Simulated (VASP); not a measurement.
A run of VASP 6.6.1 is set up as follows.

File INCAR:

```
SYSTEM = HC6
ALGO = Normal
DIPOL = 0.5 0.5 0.307
EDIFF = 1E-7
ENCUT = 520
GGA = PE
IDIPOL = 3
ISIF = 2
ISMEAR = 0
LASPH = .TRUE.
LCHARG = .FALSE.
LDIPOL = .TRUE.
LREAL = .FALSE.
LWAVE = .FALSE.
NBANDS = 38
NELM = 100
PREC = Accurate
SIGMA = 0.1
```

The input KPOINTS:

```
k-points
0
G
  6 3 1
  0 0 0
```

POSCAR

```
HC6
1.0
    4.9326910638      0.0000000000      0.0000000000
    0.0000000000      8.5222964205      0.0000000000
    0.0000000000      0.0000000000     22.9416055954
C H
12 2
Direct
    0.0000000000      0.0000000000      0.1743557130
    0.5000000000      0.0000000000      0.1743557130
    0.2500000000      0.0000000000      0.2053898368
    0.7500000000      0.0000000000      0.2053898368
    0.2500000000      0.0000000000      0.2674580844
    0.7500000000      0.0000000000      0.2674580844
    0.0000000000      0.0000000000      0.2977124344
    0.5000000000      0.0000000000      0.2977124344
    0.0000000000      0.0000000000      0.3626190265
    0.5000000000      0.0000000000      0.3626190265
    0.2500000000      0.0000000000      0.3897550046
    0.7500000000      0.0000000000      0.3897550046
   -0.0186160521      0.0000000000      0.4512153935
    0.5186160521      0.0000000000      0.4512153935
```

Potentials or basis: VASP PAW PBE potentials, release 64 (C, H).

Launch:

```bash
$ cat potpaw_PBE.64/C/POTCAR potpaw_PBE.64/H/POTCAR > POTCAR
$ mpirun -np 1 vasp_std > vasp.out
```

Problem. What does it give for the band gap on the k mesh?

Solution. Zero (bands 25 and 26 overlap by 0.13 eV).

Problem. Predict the largest force.

Solution. 3.214 eV/Å.

Forces on the atoms (eV/Å):
```
C    0.020  0.000  1.919
C   -0.020  0.000  1.919
C    0.000  0.000 -3.153
C    0.000  0.000 -3.214
C    0.000  0.000  0.983
C    0.000  0.000  0.954
C   -0.043  0.000  0.855
C    0.043  0.000  0.855
C    0.091  0.000 -2.297
C   -0.091  0.000 -2.297
C    0.000  0.000  2.794
C    0.000  0.000  2.822
H   -0.190  0.000 -1.069
H    0.190  0.000 -1.069
```
